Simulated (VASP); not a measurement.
# AgI (P6_3mc) in VASP: notebook

The runs below take AgI through single point, with PBE.

Program: VASP 6.6.1. These are calculated values, not measurements. Logs are shortened: lines on timing, memory, paths and dates and some standing lists are left out, and cuts for length are marked.

## 1. The cell of the first run

Symmetry: P6_3mc, No. 186, hexagonal system. The conventional cell has a = 4.418 Å, b = 4.418 Å, c = 7.219 Å, α = 90.00°, β = 90.00°, γ = 120.00°. Ag (site symmetry 3m) has 4 I at 2.70 to 2.71 Å within 3.6 Å. Within 3.6 Å of I (site symmetry 3m) lie 4 Ag at 2.70 to 2.71 Å.

## 2. Single point, PBE (strain -5.0%)

The input, INCAR:

```
SYSTEM = AgI
PREC = Accurate ; ENCUT = 500
EDIFF = 1E-6 ; ISMEAR = -1
SIGMA = 0.02 ; LREAL = .False.
LASPH = .True. ; NELM = 120
ALGO = Normal ; ISIF = 2
LWAVE = .False. ; LCHARG = .False.
GGA = PE ; NBANDS = 26
GGA_COMPAT = .False.
```

The input, KPOINTS:

```
regular mesh
0
Gamma
  6 6 4
  0 0 0
```

The input, POSCAR:

```
AgI
1.0
    4.4183281557      0.0000000000      0.0000000000
   -2.2091640778      3.8263844251      0.0000000000
    0.0000000000      0.0000000000      7.2193318539
Ag I
2 2
Direct
    0.3333333333      0.6666666667      0.0002889657
    0.6666666667      0.3333333333      0.5002889657
    0.3333333333      0.6666666667      0.3747110343
    0.6666666667      0.3333333333      0.8747110343
```

Potentials or basis: VASP PAW PBE potentials, release 64 (Ag, I).

Launch:

```
> cat potpaw_PBE.64/Ag/POTCAR potpaw_PBE.64/I/POTCAR > POTCAR
> mpirun -np 1 vasp_std > vasp.out
```

OUTCAR:

```text
SYSTEM = AgI
   PREC = Accurate
   ENCUT = 500
   EDIFF = 1E-6
   ISMEAR = -1
   LREAL = .False.
   LASPH = .True.
   NELM = 120
   ISIF = 2
   GGA = PE

 ion  position               nearest neighbor table
   1  0.333  0.667  0.000-   3 2.70   4 2.71   4 2.71   4 2.71
   2  0.667  0.333  0.500-   4 2.70   3 2.71   3 2.71   3 2.71
   3  0.333  0.667  0.375-   1 2.70   2 2.71   2 2.71   2 2.71
   4  0.667  0.333  0.875-   2 2.70   1 2.71   1 2.71   1 2.71

  LATTYP: Found a hexagonal cell.
 ALAT       =     4.4183281557
 C/A-ratio  =     1.6339510329

  Lattice vectors:

 A1 = (   4.4183281557,   0.0000000000,   0.0000000000)
 A2 = (  -2.2091640778,   3.8263844251,   0.0000000000)
 A3 = (   0.0000000000,   0.0000000000,   7.2193318539)

Analysis of symmetry for initial positions (statically):
=====================================================================
 Subroutine PRICEL returns:
 Original cell was already a primitive cell.

 Routine SETGRP: Setting up the symmetry group for a
 hexagonal supercell.

 Subroutine GETGRP returns: Found 12 space group operations
 (whereof  6 operations were pure point group operations)
 out of a pool of 24 trial point group operations.

The static configuration has the point symmetry C_3v.
 The point group associated with its full space group is C_6v.

Analysis of symmetry for dynamics (positions and initial velocities):
=====================================================================
 Subroutine PRICEL returns:
 Original cell was already a primitive cell.

 Routine SETGRP: Setting up the symmetry group for a
 hexagonal supercell.

 Subroutine GETGRP returns: Found 12 space group operations
 (whereof  6 operations were pure point group operations)
 out of a pool of 24 trial point group operations.

The dynamic configuration has the point symmetry C_3v.
 The point group associated with its full space group is C_6v.

 Subroutine INISYM returns: Found 12 space group operations
 (whereof  6 operations are pure point group operations),
 and found     1 'primitive' translations

----------------------------------------------------------------------------------------

                                     Primitive cell

  volume of cell :     122.0516

  direct lattice vectors                    reciprocal lattice vectors
     4.418328156  0.000000000  0.000000000     0.226329952  0.130671659  0.000000000
    -2.209164078  3.826384425  0.000000000     0.000000000  0.261343318  0.000000000
     0.000000000  0.000000000  7.219331854     0.000000000  0.000000000  0.138516974

  length of vectors
     4.418328156  4.418328156  7.219331854     0.261343318  0.261343318  0.138516974

  position of ions in fractional coordinates (direct lattice)
     0.333333333  0.666666667  0.000288966
     0.666666667  0.333333333  0.500288966
     0.333333333  0.666666667  0.374711034
     0.666666667  0.333333333  0.874711034

  ion indices of the primitive-cell ions
   primitive index   ion index
                 1           1
                 2           2
                 3           3
                 4           4

----------------------------------------------------------------------------------------

 KPOINTS: regular mesh

Automatic generation of k-mesh.
 Grid dimensions read from file:
 generate k-points for:    6    6    4

 Generating k-lattice:

  Cartesian coordinates                     Fractional coordinates (reciprocal lattice)
     0.037721659  0.021778610  0.000000000     0.166666667  0.000000000  0.000000000
     0.000000000  0.043557220  0.000000000     0.000000000  0.166666667  0.000000000
     0.000000000  0.000000000  0.034629243     0.000000000  0.000000000  0.250000000

  Length of vectors
     0.043557220  0.043557220  0.034629243

  Shift w.r.t. Gamma in fractional coordinates (k-lattice)
     0.000000000  0.000000000  0.000000000

 Subroutine IBZKPT returns following result:
 ===========================================

 Found     21 irreducible k-points:

 Following reciprocal coordinates:
            Coordinates               Weight
  0.000000  0.000000  0.000000      1.000000
  0.166667 -0.000000  0.000000      6.000000
  0.333333 -0.000000  0.000000      6.000000
  0.500000 -0.000000  0.000000      3.000000
  0.166667  0.166667  0.000000      6.000000
  0.333333  0.166667  0.000000     12.000000
[... 13 lines left out ...]
  0.333333  0.166667  0.500000     12.000000
  0.333333  0.333333  0.500000      2.000000
   k-points           NKPTS =     21   k-points in BZ     NKDIM =     21   number of bands    NBANDS=     26
   number of dos      NEDOS =    301   number of ions     NIONS =      4
   total plane-waves  NPLWV =  55296
   dimension x,y,z NGX =    32 NGY =   32 NGZ =   54
   dimension x,y,z NGXF=    64 NGYF=   64 NGZF=  108
   ions per type =               2   2
   NGX,Y,Z   is equivalent  to a cutoff of  12.04, 12.04, 12.44 a.u.
   NGXF,Y,Z  is equivalent  to a cutoff of  24.08, 24.08, 24.87 a.u.
 SYSTEM =  AgI
   PREC   = accura    normal or accurate (medium, high low for compatibility)
   ISTART =      0    job   : 0-new  1-cont  2-samecut
   ICHARG =      2    charge: 1-file 2-atom 10-const
   ISPIN  =      1    spin polarized calculation?
   LNONCOLLINEAR =      F non collinear calculations
   LSORBIT =      F    spin-orbit coupling
   LASPH  =      T    aspherical Exc in radial PAW
   ENCUT  =  500.0 eV  36.75 Ry    6.06 a.u.   8.06  8.06 13.16*2*pi/ulx,y,z
   NELM   =    120;   NELMIN=  2; NELMDL= -5     # of ELM steps
   EDIFF  = 0.1E-05   stopping-criterion for ELM
   LREAL  =      F    real-space projection
   EDIFFG = 0.1E-04   stopping-criterion for IOM
   NSW    =      0    number of steps for IOM
   IBRION =     -1    ionic relax: 0-MD 1-quasi-New 2-CG
   NFREE  =      0    steps in history (QN), initial steepest desc. (CG)
   ISIF   =      2    stress and relaxation
   ISYM   =      2    0-nonsym 1-usesym 2-fastsym
   POTIM  = 0.5000    time-step for ionic-motion
   TEBEG  =    0.0;   TEEND  =   0.0 temperature during run
   PSTRESS=    0.0 pullay stress
   NELECT =      36.0000    total number of electrons
   NUPDOWN=      -1.0000    fix difference up-down
   EMIN   =  10.00;   EMAX   =-10.00  energy-range for DOS
   EFERMI =   0.00;   METHOD = LEGACY
   ISMEAR =    -1;   SIGMA  =   0.02  broadening in eV -4-tet -1-fermi 0-gaus
   EFERMI_NEDOS =   21; number of points for ismear=-14 and -15
   IALGO  =     38    algorithm
   IMIX   =      4    mixing-type and parameters
     AMIX     =   0.40;   BMIX     =  1.00
     AMIX_MAG =   1.60;   BMIX_MAG =  1.00
  volume/ion in A,a.u.               =      30.51       205.91
  Fermi-wavevector in a.u.,A,eV,Ry     =   1.089752  2.059333 16.157737  1.187560
  Thomas-Fermi vector in A             =   2.225962
   LORBIT       =      0    0 simple, 1 ext, 2 COOP (PROOUT), +10 PAW based schemes
   GGA     = PE    functional components
   LHFCALC =     F    Hartree Fock is set to
   AEXX    =    0.0000 exact exchange contribution
   IVDW    =     0    specifies the selected vdW correction
   LEPSILON=     F    determine dielectric tensor
   LRPA    =     F    only Hartree local field effects (RPA)
 non-spin polarized calculation
  energy-cutoff  :      500.00
  volume of cell :      122.05
 maximum number of plane-waves:      3120
   NGX = 17   NGY = 17   NGZ = 27

 number of electron      35.9999994 magnetization

 Free energy of the ion-electron system (eV)
  ---------------------------------------------------
  ext. energy  EPLUGINS =         0.00000000
  ---------------------------------------------------
  free energy    TOTEN  =        -9.13782562 eV

  energy without entropy =       -9.13782562  energy(sigma->0) =       -9.13782562

 E-fermi :   4.9379     XC(G=0):  -8.9717

 val. band max:        4.5139924963   @ k =   0.0000   0.0000   0.0000
 cond. band min:       5.9045514944   @ k =   0.0000   0.0000   0.0000
 fundamental gap:      1.3905589980
 Fermi energy:         4.9379478132

 k-point     1 :       0.0000    0.0000    0.0000
  band No.  band energies     occupation
      1      -8.9941      2.00000
      2      -8.5916      2.00000
      3      -0.4504      2.00000
      4      -0.4375      2.00000
      5      -0.4375      2.00000
      6      -0.4302      2.00000
[... 18 lines left out ...]
     25      11.0559      0.00000
     26      12.1680      0.00000

 k-point     2 :       0.1667   -0.0000    0.0000
  band No.  band energies     occupation
      1      -8.9095      2.00000
      2      -8.5499      2.00000
      3      -0.5140      2.00000
      4      -0.4017      2.00000
      5      -0.3861      2.00000
      6      -0.3093      2.00000
[... 18 lines left out ...]
     25      11.5266      0.00000
     26      11.6794      0.00000

 k-point     3 :       0.3333   -0.0000    0.0000
  band No.  band energies     occupation
      1      -8.7182      2.00000
      2      -8.4783      2.00000
      3      -0.6133      2.00000
      4      -0.4192      2.00000
      5      -0.2932      2.00000
      6      -0.1698      2.00000
[... 18 lines left out ...]
     25      11.8978      0.00000
     26      12.5529      0.00000

 k-point     4 :       0.5000   -0.0000    0.0000
  band No.  band energies     occupation
      1      -8.5973      2.00000
      2      -8.4623      2.00000
      3      -0.5982      2.00000
      4      -0.4880      2.00000
      5      -0.2542      2.00000
      6      -0.0569      2.00000
[... 18 lines left out ...]
     25      12.2186      0.00000
     26      13.8432      0.00000
[... 409 lines left out ...]
      1      -8.6326      2.00000
      2      -8.6326      2.00000
      3      -0.6419      2.00000
      4      -0.6419      2.00000
      5      -0.2750      2.00000
      6      -0.2750      2.00000
[... 18 lines left out ...]
     25      11.5321      0.00000
     26      11.5321      0.00000

 k-point    20 :       0.3333    0.1667    0.5000
  band No.  band energies     occupation
      1      -8.5274      2.00000
      2      -8.5274      2.00000
      3      -0.6330      2.00000
      4      -0.6330      2.00000
      5      -0.1974      2.00000
      6      -0.1974      2.00000
[... 18 lines left out ...]
     25      12.0635      0.00000
     26      12.0635      0.00000

 k-point    21 :       0.3333    0.3333    0.5000
  band No.  band energies     occupation
      1      -8.4921      2.00000
      2      -8.4921      2.00000
      3      -0.4949      2.00000
      4      -0.4949      2.00000
      5      -0.2767      2.00000
      6      -0.2767      2.00000
[... 18 lines left out ...]
     25      12.6545      0.00000
     26      12.6545      0.00000

------------------------ aborting loop because EDIFF is reached ----------------------------------------

  FORCE on cell =-STRESS in cart. coord.  units (eV):
  Direction    XX          YY          ZZ          XY          YZ          ZX
  --------------------------------------------------------------------------------------
  -------------------------------------------------------------------------------------
  Total        5.4610432      5.4610432      5.6653440      0.0000000      0.0000000      0.0000000
  in kB       71.6873656     71.6873656     74.3692317      0.0000000      0.0000000      0.0000000
  external PRESSURE =      72.5813209 kB  Pullay stress =       0.0000000 kB

 VOLUME and BASIS-vectors are now :
 -----------------------------------------------------------------------------
  energy-cutoff  :      500.00
  volume of cell :      122.05
      direct lattice vectors                 reciprocal lattice vectors
     4.418328156  0.000000000  0.000000000     0.226329952  0.130671659  0.000000000
    -2.209164078  3.826384425  0.000000000     0.000000000  0.261343318  0.000000000
     0.000000000  0.000000000  7.219331854     0.000000000  0.000000000  0.138516974

 POSITION                                       TOTAL-FORCE (eV/Angst)
 -----------------------------------------------------------------------------------
     -0.00000      2.55092      0.00209        -0.000000     -0.000000     -0.005489
      2.20916      1.27546      3.61175         0.000000     -0.000000     -0.005489
     -0.00000      2.55092      2.70516        -0.000000     -0.000000      0.005489
      2.20916      1.27546      6.31483         0.000000      0.000000      0.005489
 -----------------------------------------------------------------------------------
    total drift:                               -0.000000     -0.000000     -0.001753

  FREE ENERGIE OF THE ION-ELECTRON SYSTEM (eV)
  ---------------------------------------------------
  free  energy   TOTEN  =        -9.1378256155 eV

  energy  without entropy=       -9.1378256155  energy(sigma->0) =       -9.13782562
```

It took 43 s on 1 thread of Intel Xeon Platinum 8259CL at 2.50GHz (Skylake/Cascade Lake), shared host; peak memory 0.25 GiB.

Results:

```yaml
Free_energy: -9.1378 eV
Pressure: 7.3 GPa
Largest_force: 0.005 eV/Å
Band_gap_on_the_k_mesh: 1.39 eV
```

Forces in eV/Å, atoms in the order of the input:
```
Ag   0.000  0.000 -0.005
Ag   0.000  0.000 -0.005
I    0.000  0.000  0.005
I    0.000  0.000  0.005
```

Caveat: the cell differs from its parent crystal (strain -5.0%); the cell stands under pressure; spin-orbit coupling is left out, which moves the levels of the heavy elements.

[end of part 1 of 2]
